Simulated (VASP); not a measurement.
Hf2C:

```xyz
3
Lattice="1.6652 0.9614 5.0293 -1.6652 0.9614 5.0293 0.0000 -1.9228 5.0293" Properties=species:S:1:pos:R:3 pbc="T T T"
Hf    0.0000    0.0000   11.3159
Hf    0.0000    0.0000    3.7720
C     0.0000    0.0000    0.0000
```

```yaml
Program: VASP 6.6.1
Task: relaxation of cell and atoms
Functional: PBE
Potentials_or_basis: VASP PAW PBE potentials, release 64 (Hf_pv, C)
Cutoff: 600 eV
k_mesh: 6 × 6 × 6
Occupations: gaussian, width 0.1 eV
Spin: no spin polarisation
```

At the start: pressure -0.5 GPa; volume 16.10 Å³/atom.

Q: Where does the relaxation end?

A: Over 7 steps the energy falls by 45.3 meV/atom and the volume is 16.42 Å³/atom (+2.0 %); space group R-3m (No. 166, to 0.1 Å) before and after.

Step by step:
```
step  energy change (eV)  largest force (eV/Å)  pressure (GPa)  volume (Å³)
   1              0.0000                1.0608           -0.45        48.31
   2             -0.1178                0.0045            3.97        47.95
   3             -0.1180                0.0561            4.24        47.93
   4             -0.1066                0.3316           -4.94        50.82
   5             -0.1349                0.1091           -0.01        49.17
   6             -0.1349                0.1053            0.06        49.15
   7             -0.1358                0.0175            0.02        49.25
```

Final structure:
```xyz
3
Lattice="1.6413 0.9476 5.2780 -1.6413 0.9476 5.2780 0.0000 -1.8952 5.2780" Properties=species:S:1:pos:R:3 pbc="T T T"
Hf    0.0000    0.0000   11.8072
Hf    0.0000    0.0000    4.0268
C     0.0000    0.0000   15.8340
```

Caveat: the k points lie up to 0.37 Å⁻¹ apart in the final cell, too coarse for converged energies and pressures of a metal.
